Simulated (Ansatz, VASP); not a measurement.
MgB5: VASP beside Ansatz

```
Mg B
1.0
     2.92883    0.16417    0.07117
     1.17867    4.32911    0.29879
     1.03169    0.91901    8.12863
Mg B
2 10
Cartesian
  1.2526 0.2106 0.4329
  3.9877 2.9894 4.6097
  1.1930 1.5902 2.4976
  3.8192 4.4080 6.7274
  1.0887 3.1247 2.0137
  3.1932 1.6887 6.5137
  3.7798 3.0198 7.7993
  1.2405 0.4985 3.6716
  2.6407 2.2492 1.4735
  2.3301 4.6562 5.6644
  3.9039 4.8441 2.8949
  2.4057 3.1943 6.6931
```

Change from the starting cell: the structure that the rattled cell fell into.

Alike in both runs: functional PBE; k mesh 6 × 4 × 2; occupations gaussian, width 0.1 eV; no spin polarisation.

Ansatz relaxed the structure, and its values are those at the end. VASP's run is a single point on that final structure, the one shown.

|  | VASP | Ansatz |
| --- | --- | --- |
| version | VASP 6.6.1 | Ansatz 0.2.0 |
| potentials or method | VASP PAW PBE potentials, release 64 (Mg, B), cutoff 520 eV | scalar-relativistic, plane waves, PAW |
| valence electrons in the cell | 34 | 50 |

Ansatz gave:

| Property | Result |
| --- | --- |
| gap on the k mesh at the Fermi level (eV) | none |
| pressure (GPa) | 0.1 |
| rms of the force components (eV/Å) | 0.007 |

Task: What did VASP give for the same quantities?

Result: gap on the k mesh at the Fermi level (eV): none; pressure (GPa): 0.0; rms of the force components (eV/Å): 0.009.

A gap of «none» marks a metal or a gap that the smearing closes. The functional is the same, so the differences come from potentials, cutoffs and numerics. VASP's potentials hold 34 valence electrons a cell and Ansatz's 50, so a difference there can come from the potentials and not from the codes.

The k mesh is coarse, so the values compare programs but aren't converged.
